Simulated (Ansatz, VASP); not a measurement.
**Rh in VASP and in Ansatz**

The input INCAR:

```
PREC = Accurate ; ENCUT = 520
EDIFF = 1E-7 ; ISMEAR = 0
SIGMA = 0.15 ; LREAL = F
LASPH = T ; NELM = 100
ALGO = Fast ; ISIF = 2
LWAVE = F ; LCHARG = T
GGA = PS ; LELF = T
LVHAR = T ; NBANDS = 22
```

Contents of KPOINTS:

```
regular mesh
0
Gamma
  18 18 12
```

POSCAR

```
Rh
1.0
    2.7309790422      0.0000000000      0.0000000000
   -1.3654895211      2.3650972278      0.0000000000
    0.0000000000      0.0000000000      4.4284890000
Rh
2
Direct
    0.6349554968      0.2699109936      0.6822568036
    0.3333333333      0.6666666667      0.2500000000
```

Input for Ansatz:

```yaml
crystal:
  lattice:
    - [2.7309790422, 0.0, 0.0]
    - [-1.3654895211, 2.3650972278, 0.0]
    - [0.0, 0.0, 4.428489]
  atoms:
    - { symbol: Rh, position: [0.6349554968, 0.2699109936, 0.6822568036] }
    - { symbol: Rh, position: [0.3333333333, 0.6666666667, 0.25] }
basis:
  ecutwfc: 420
kpoints:
  mp_grid: { grid: [18, 18, 12] }
hamiltonian:
  xc: pbesol
scf:
  occupations: { method: gaussian, width: 0.15 }
output:
  forces: true
  stress: true
  eigenvalues: true
  write_density: true
  write_potential: true
  elf: true
  volumetric_format: npy
```

Alike in both runs: task single point; functional PBEsol; k mesh 18 × 18 × 12; occupations gaussian, width 0.15 eV; no spin polarisation.

```csv
,VASP,Ansatz
version,VASP 6.6.1,Ansatz 0.2.0
potentials or method,"VASP PAW PBE potentials, release 64 (Rh_pv), cutoff 520 eV","scalar-relativistic, plane waves, PAW"
valence electrons in the cell,30,34
```

```tsv
	VASP	Ansatz	Ansatz less VASP
gap on the k mesh at the Fermi level (eV)	none	none	-
pressure (GPa)	-0.2	-0.3	-0.08
traceless stress, the component that is largest in VASP (GPa)	7.72	7.61	-0.103
rms of the force components (eV/Å)	1.816	1.801	-0.0152
```

VASP's potentials were made for PBE, not for PBEsol. Atom by atom the forces differ by 0.015 eV/Å (rms over components). A gap of «none» marks a metal or a gap that the smearing closes. VASP's potentials hold 30 valence electrons a cell and Ansatz's 34, so a difference there can come from the potentials and not from the codes.
